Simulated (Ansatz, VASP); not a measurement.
# MgO in VASP and in Ansatz

INCAR

```
SYSTEM = MgO
  ALGO = Normal
  EDIFF = 1E-6
  EDIFFG = -0.002
  ENCUT = 600
  GGA = PE
  IBRION = 2
  ISIF = 3
  ISMEAR = 0
  LASPH = .True.
  LCHARG = .False.
  LREAL = .False.
  LWAVE = .False.
  NELM = 60
  NSW = 100
  PREC = Accurate
  SIGMA = 0.02
```

Contents of KPOINTS:

```
k-points
0
Gamma
  10 10 10
  0 0 0
```

POSCAR

```
MgO
1.0
    0.0000000000      2.1085000000      2.1085000000
    2.1085000000      0.0000000000      2.1085000000
    2.1085000000      2.1085000000      0.0000000000
Mg O
1 1
Direct
    0.0000000000      0.0000000000      0.0000000000
    0.5000000000      0.5000000000      0.5000000000
```

Input for Ansatz:

```yaml
crystal:
  lattice:
    - [0.0, 2.1085, 2.1085]
    - [2.1085, 0.0, 2.1085]
    - [2.1085, 2.1085, 0.0]
  atoms:
    - { symbol: Mg, position: [0.0, 0.0, 0.0] }
    - { symbol: O, position: [0.5, 0.5, 0.5] }
basis:
  ecutwfc: 420
kpoints:
  mp_grid: { grid: [10, 10, 10] }
hamiltonian:
  xc: pbe
scf:
  occupations: { method: gaussian, width: 0.02 }
output:
  forces: true
  stress: true
  eigenvalues: true
relax:
  adjacent_minimum: "off"
  f_tol: 0.002
  max_steps: 80
  cell: { stress_tol: 0.02 }
```

Alike in both runs: task relaxation of cell and atoms; functional PBE; k mesh 10 × 10 × 10; occupations gaussian, width 0.02 eV; no spin polarisation.

|  | VASP | Ansatz |
| --- | --- | --- |
| version | VASP 6.6.1 | Ansatz 0.2.0 |
| potentials or method | VASP PAW PBE potentials, release 64 (Mg, O), cutoff 600 eV | scalar-relativistic, plane waves, PAW |
| valence electrons in the cell | 8 | 16 |

Ansatz gave:

```
gap on the k mesh at the Fermi level, each at its own relaxed structure (eV) : 4.46
relaxed volume (Å³/atom)                                                     : 9.62
relaxed cell length with the largest relative difference (Å)                 : 3.008
```

Problem. Which values does VASP return?

Solution. gap on the k mesh at the Fermi level, each at its own relaxed structure (eV): 4.50; relaxed volume (Å³/atom): 9.56; relaxed cell length with the largest relative difference (Å): 3.002.

VASP's potentials hold 8 valence electrons a cell and Ansatz's 16, so a difference there can come from the potentials and not from the codes.
